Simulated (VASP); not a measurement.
# Si3F (Pm-3m) in VASP: single point with PBE

Aim: the single point of Si3F with PBE.

All numbers are computed with VASP 6.6.1; they aren't measurements. Logs are shortened: lines on timing, memory, paths and dates and some standing lists are left out, and cuts for length are marked.

### 1 The cell of the first run

It takes space group Pm-3m (No. 221, cubic). The conventional cell has a = 3.833 Å, b = 3.833 Å, c = 3.833 Å, α = 90.00°, β = 90.00°, γ = 90.00°. Within 3.6 Å of Si (site symmetry 4/mmm) lie 8 Si at 2.71 Å and 4 F at 2.71 Å. Within 3.6 Å of F (site symmetry m-3m) lie 12 Si at 2.71 Å.

### 2 Single point, PBE

The input, POSCAR:

```
Si3F
1.0
    3.8325830675      0.0000000000      0.0000000000
    0.0000000000      3.8325830675      0.0000000000
    0.0000000000      0.0000000000      3.8325830675
Si F
3 1
Direct
    0.0000000000      0.5000000000      0.5000000000
    0.5000000000      0.0000000000      0.5000000000
    0.5000000000      0.5000000000      0.0000000000
    0.0000000000      0.0000000000      0.0000000000
```

The input, INCAR.step1:

```
SYSTEM = Si3F
PREC     = Accurate       ! precision mode
ENCUT    = 520            ! plane-wave cutoff, eV
EDIFF    = 1E-6           ! SCF threshold, eV
ISMEAR   = 0              ! smearing method
SIGMA    = 0.1            ! smearing width, eV
LREAL    = .FALSE.        ! projectors in reciprocal space
LASPH    = .TRUE.         ! aspherical terms in the spheres
NELM     = 100            ! most SCF steps
ALGO     = Normal         ! electronic algorithm
ISIF     = 2              ! what is computed and relaxed
LWAVE    = .FALSE.        ! write WAVECAR
LCHARG   = .TRUE.         ! write CHGCAR
GGA      = PE             ! functional
NBANDS   = 18             ! bands
```

The input, KPOINTS.step1:

```
Automatic mesh
0
G
  12 12 12
  0 0 0
```

The input, INCAR.step2:

```
SYSTEM = Si3F
PREC     = Accurate       ! precision mode
ENCUT    = 520            ! plane-wave cutoff, eV
EDIFF    = 1E-6           ! SCF threshold, eV
ISMEAR   = -5             ! smearing method
SIGMA    = 0.1            ! smearing width, eV
LREAL    = .FALSE.        ! projectors in reciprocal space
LASPH    = .TRUE.         ! aspherical terms in the spheres
NELM     = 100            ! most SCF steps
ALGO     = Normal         ! electronic algorithm
ISIF     = 2              ! what is computed and relaxed
LWAVE    = .FALSE.        ! write WAVECAR
LCHARG   = .FALSE.        ! write CHGCAR
GGA      = PE             ! functional
LORBIT   = 11             ! projections on sites
NEDOS    = 1001           ! points of the DOS
ICHARG   = 11             ! starting density
```

The input, KPOINTS.step2:

```
Automatic mesh
0
G
  18 18 18
  0 0 0
```

Potentials or basis: VASP PAW PBE potentials, release 64 (Si, F).

The run is started by

```
$ cat potpaw_PBE.64/Si/POTCAR potpaw_PBE.64/F/POTCAR > POTCAR
$ cp INCAR.step1 INCAR
$ cp KPOINTS.step1 KPOINTS
$ mpirun -np 1 vasp_std > vasp.out
$ cp INCAR.step2 INCAR
$ cp KPOINTS.step2 KPOINTS
$ mpirun -np 1 vasp_std > vasp.out
```

OUTCAR:

```text
SYSTEM = Si3F
   PREC = Accurate
   ENCUT = 520
   EDIFF = 1E-6
   ISMEAR = -5
   LREAL = .FALSE.
   LASPH = .TRUE.
   NELM = 100
   ISIF = 2
   GGA = PE
   LORBIT = 11
   ICHARG = 11

 ion  position               nearest neighbor table
   1  0.000  0.500  0.500-   2 2.71   3 2.71   3 2.71   2 2.71   2 2.71   3 2.71   3 2.71   2 2.71

   2  0.500  0.000  0.500-   1 2.71   3 2.71   3 2.71   1 2.71   3 2.71   3 2.71   1 2.71   1 2.71

   3  0.500  0.500  0.000-   1 2.71   2 2.71   1 2.71   2 2.71   2 2.71   2 2.71   1 2.71   1 2.71

   4  0.000  0.000  0.000-

  LATTYP: Found a simple cubic cell.
 ALAT       =     3.8325830675

  Lattice vectors:

 A1 = (   3.8325830675,   0.0000000000,   0.0000000000)
 A2 = (   0.0000000000,   3.8325830675,   0.0000000000)
 A3 = (   0.0000000000,   0.0000000000,   3.8325830675)

Analysis of symmetry for initial positions (statically):
=====================================================================
 Subroutine PRICEL returns:
 Original cell was already a primitive cell.

 Routine SETGRP: Setting up the symmetry group for a
 simple cubic supercell.

 Subroutine GETGRP returns: Found 48 space group operations
 (whereof 48 operations were pure point group operations)
 out of a pool of 48 trial point group operations.

The static configuration has the point symmetry O_h .

Analysis of symmetry for dynamics (positions and initial velocities):
=====================================================================
 Subroutine PRICEL returns:
 Original cell was already a primitive cell.

 Routine SETGRP: Setting up the symmetry group for a
 simple cubic supercell.

 Subroutine GETGRP returns: Found 48 space group operations
 (whereof 48 operations were pure point group operations)
 out of a pool of 48 trial point group operations.

The dynamic configuration has the point symmetry O_h .

 Subroutine INISYM returns: Found 48 space group operations
 (whereof 48 operations are pure point group operations),
 and found     1 'primitive' translations

----------------------------------------------------------------------------------------

                                     Primitive cell

  volume of cell :      56.2956

  direct lattice vectors                    reciprocal lattice vectors
     3.832583067  0.000000000  0.000000000     0.260920633  0.000000000  0.000000000
     0.000000000  3.832583067  0.000000000     0.000000000  0.260920633  0.000000000
     0.000000000  0.000000000  3.832583067     0.000000000  0.000000000  0.260920633

  length of vectors
     3.832583067  3.832583067  3.832583067     0.260920633  0.260920633  0.260920633

  position of ions in fractional coordinates (direct lattice)
     0.000000000  0.500000000  0.500000000
     0.500000000  0.000000000  0.500000000
     0.500000000  0.500000000  0.000000000
     0.000000000  0.000000000  0.000000000

  ion indices of the primitive-cell ions
   primitive index   ion index
                 1           1
                 2           2
                 3           3
                 4           4

----------------------------------------------------------------------------------------

 KPOINTS: Automatic mesh

Automatic generation of k-mesh.
 Grid dimensions read from file:
 generate k-points for:   18   18   18

 Generating k-lattice:

  Cartesian coordinates                     Fractional coordinates (reciprocal lattice)
     0.014495591  0.000000000  0.000000000     0.055555556  0.000000000  0.000000000
     0.000000000  0.014495591  0.000000000     0.000000000  0.055555556  0.000000000
     0.000000000  0.000000000  0.014495591     0.000000000  0.000000000  0.055555556

  Length of vectors
     0.014495591  0.014495591  0.014495591

  Shift w.r.t. Gamma in fractional coordinates (k-lattice)
     0.000000000  0.000000000  0.000000000

 TETIRR: Found   2900 inequivalent tetrahedra from    34992

 Subroutine IBZKPT returns following result:
 ===========================================

 Found    220 irreducible k-points:

 Following reciprocal coordinates:
            Coordinates               Weight
  0.000000  0.000000  0.000000      1.000000
  0.055556  0.000000  0.000000      6.000000
  0.111111  0.000000  0.000000      6.000000
  0.166667  0.000000  0.000000      6.000000
  0.222222  0.000000  0.000000      6.000000
  0.277778  0.000000  0.000000      6.000000
[... 16 lines left out ...]
  0.277778  0.111111  0.000000     24.000000
  0.333333  0.111111  0.000000     24.000000
 [... further k-points ...]
   k-points           NKPTS =    220   k-points in BZ     NKDIM =    220   number of bands    NBANDS=     13
   number of dos      NEDOS =   1001   number of ions     NIONS =      4
   total plane-waves  NPLWV =  27000
   dimension x,y,z NGX =    30 NGY =   30 NGZ =   30
   dimension x,y,z NGXF=    60 NGYF=   60 NGZF=   60
   ions per type =               3   1
   NGX,Y,Z   is equivalent  to a cutoff of  13.01, 13.01, 13.01 a.u.
   NGXF,Y,Z  is equivalent  to a cutoff of  26.03, 26.03, 26.03 a.u.
 SYSTEM =  Si3F
   PREC   = accura    normal or accurate (medium, high low for compatibility)
   ISTART =      0    job   : 0-new  1-cont  2-samecut
   ICHARG =     11    charge: 1-file 2-atom 10-const
   ISPIN  =      1    spin polarized calculation?
   LNONCOLLINEAR =      F non collinear calculations
   LSORBIT =      F    spin-orbit coupling
   LASPH  =      T    aspherical Exc in radial PAW
   ENCUT  =  520.0 eV  38.22 Ry    6.18 a.u.   7.13  7.13  7.13*2*pi/ulx,y,z
   NELM   =    100;   NELMIN=  2; NELMDL=  0     # of ELM steps
   EDIFF  = 0.1E-05   stopping-criterion for ELM
   LREAL  =      F    real-space projection
[... 7 lines left out ...]
   TEBEG  =    0.0;   TEEND  =   0.0 temperature during run
   PSTRESS=    0.0 pullay stress
   NELECT =      19.0000    total number of electrons
   NUPDOWN=      -1.0000    fix difference up-down
   EMIN   =  10.00;   EMAX   =-10.00  energy-range for DOS
   EFERMI =   0.00;   METHOD = LEGACY
   ISMEAR =    -5;   SIGMA  =   0.10  broadening in eV -4-tet -1-fermi 0-gaus
   EFERMI_NEDOS =   21; number of points for ismear=-14 and -15
   IALGO  =     38    algorithm
   IMIX   =      4    mixing-type and parameters
     AMIX     =   0.40;   BMIX     =  1.00
     AMIX_MAG =   1.60;   BMIX_MAG =  1.00
  volume/ion in A,a.u.               =      14.07        94.98
  Fermi-wavevector in a.u.,A,eV,Ry     =   1.139815  2.153938 17.676400  1.299179
  Thomas-Fermi vector in A             =   2.276518
   LORBIT       =     11    0 simple, 1 ext, 2 COOP (PROOUT), +10 PAW based schemes
   GGA     = PE    functional components
   LHFCALC =     F    Hartree Fock is set to
   AEXX    =    0.0000 exact exchange contribution
   IVDW    =     0    specifies the selected vdW correction
   LEPSILON=     F    determine dielectric tensor
   LRPA    =     F    only Hartree local field effects (RPA)
 non-spin polarized calculation
 Fermi weights with tetrahedron method with Bloechl corrections
  energy-cutoff  :      520.00
  volume of cell :       56.30
 maximum number of plane-waves:      1568
 NGX is ok and might be reduce to    30

 number of electron      19.0000014 magnetization

 Free energy of the ion-electron system (eV)
  ---------------------------------------------------
  ext. energy  EPLUGINS =         0.00000000
  ---------------------------------------------------
  free energy    TOTEN  =       -17.56729002 eV

  energy without entropy =      -17.56729002  energy(sigma->0) =      -17.56729002

 E-fermi :   7.7302     XC(G=0): -10.8105

 val. band max:        7.7779320192   @ k =   0.2222   0.2222   0.1111
 cond. band min:       7.6408605929   @ k =   0.3889   0.1667   0.1667
 fundamental gap:     -0.1370714263
 Fermi energy:         7.7301834634

 k-point     1 :       0.0000    0.0000    0.0000
  band No.  band energies     occupation
      1     -15.0496      2.00000
      2      -4.4591      2.00000
      3       2.1476      2.00000
      4       2.1476      2.00000
      5       2.1476      2.00000
      6       4.3704      2.00000
      7       4.3704      2.00000
      8       6.0868      2.00000
      9       6.0868      2.00000
     10       6.0868      2.00000
     11      10.3996      0.00000
     12      11.9957      0.00000
     13      11.9957      0.00000

 k-point     2 :       0.0556    0.0000    0.0000
  band No.  band energies     occupation
      1     -15.0479      2.00000
      2      -4.4425      2.00000
      3       1.9874      2.00000
      4       2.1649      2.00000
      5       2.1649      2.00000
      6       4.3960      2.00000
      7       4.4358      2.00000
      8       6.0783      2.00000
      9       6.0783      2.00000
     10       6.1443      2.00000
     11      10.5249      0.00000
     12      11.8034      0.00000
     13      11.8127      0.00000

 k-point     3 :       0.1111    0.0000    0.0000
  band No.  band energies     occupation
      1     -15.0428      2.00000
      2      -4.3932      2.00000
      3       1.5991      2.00000
      4       2.2157      2.00000
      5       2.2157      2.00000
      6       4.4719      2.00000
      7       4.5117      2.00000
      8       6.0519      2.00000
      9       6.0519      2.00000
     10       6.3609      2.00000
     11      10.8839      0.00000
     12      11.3664      0.00000
     13      11.3677      0.00000
[... 305 lines left out ...]
 k-point    23 :       0.2778    0.1111    0.0000
  band No.  band energies     occupation
      1     -15.0103      2.00000
      2      -3.9923      2.00000
      3       0.1160      2.00000
      4       2.3262      2.00000
      5       2.5849      2.00000
      6       3.8795      2.00000
      7       4.6758      2.00000
      8       5.8843      2.00000
      9       6.2967      2.00000
     10       8.3791     -0.04236
     11       8.7845      0.00000
     12       9.8569      0.00000
     13      10.7118      0.00000

 k-point    24 :       0.3333    0.1111    0.0000
  band No.  band energies     occupation
      1     -15.0011      2.00000
      2      -3.8472      2.00000
      3      -0.2839      2.00000
      4       2.4987      2.00000
      5       2.7093      2.00000
      6       3.6607      2.00000
      7       4.6604      2.00000
      8       5.8022      2.00000
      9       6.5267      2.00000
     10       8.1931     -0.07513
     11       9.0666      0.00000
     12       9.5553      0.00000
     13      10.2556      0.00000

 [... further k-points ...]
[... 5 lines left out ...]
  --------------------------------------------------------------------------------------
  -------------------------------------------------------------------------------------
  Total        0.0291687      0.0291687      0.0291687     -0.0000000     -0.0000000      0.0000000
  in kB        0.8301439      0.8301439      0.8301439     -0.0000000     -0.0000000      0.0000000
  external PRESSURE =       0.8301439 kB  Pullay stress =       0.0000000 kB

 VOLUME and BASIS-vectors are now :
 -----------------------------------------------------------------------------
  energy-cutoff  :      520.00
  volume of cell :       56.30
      direct lattice vectors                 reciprocal lattice vectors
     3.832583067  0.000000000  0.000000000     0.260920633  0.000000000  0.000000000
     0.000000000  3.832583067  0.000000000     0.000000000  0.260920633  0.000000000
     0.000000000  0.000000000  3.832583067     0.000000000  0.000000000  0.260920633

 POSITION                                       TOTAL-FORCE (eV/Angst)
 -----------------------------------------------------------------------------------
      0.00000      1.91629      1.91629         0.000000      0.000000      0.000000
      1.91629      0.00000      1.91629         0.000000      0.000000      0.000000
      1.91629      1.91629      0.00000         0.000000      0.000000      0.000000
      0.00000      0.00000      0.00000         0.000000      0.000000      0.000000
 -----------------------------------------------------------------------------------
    total drift:                               -0.000000      0.000000     -0.000000

  FREE ENERGIE OF THE ION-ELECTRON SYSTEM (eV)
  ---------------------------------------------------
  free  energy   TOTEN  =       -17.5672900238 eV

  energy  without entropy=      -17.5672900238  energy(sigma->0) =      -17.56729002

 total charge

# of ion       s       p       d       tot
------------------------------------------
    1        0.850   0.668   0.000   1.519
    2        0.850   0.668   0.000   1.519
    3        0.850   0.668   0.000   1.519
    4        1.760   4.289   0.000   6.049
--------------------------------------------------
tot          4.311   6.293   0.000  10.605
```

It took 3.6 min on 1 thread of Intel Xeon 8259CL, shared host; peak memory 0.26 GiB.

What came out:

* Valence electrons inside the program's atomic spheres: Si 1.52; F 6.05

Caveat: an odd number of electrons without spin polarisation forces a metal; a magnetic or distorted state may lie lower.
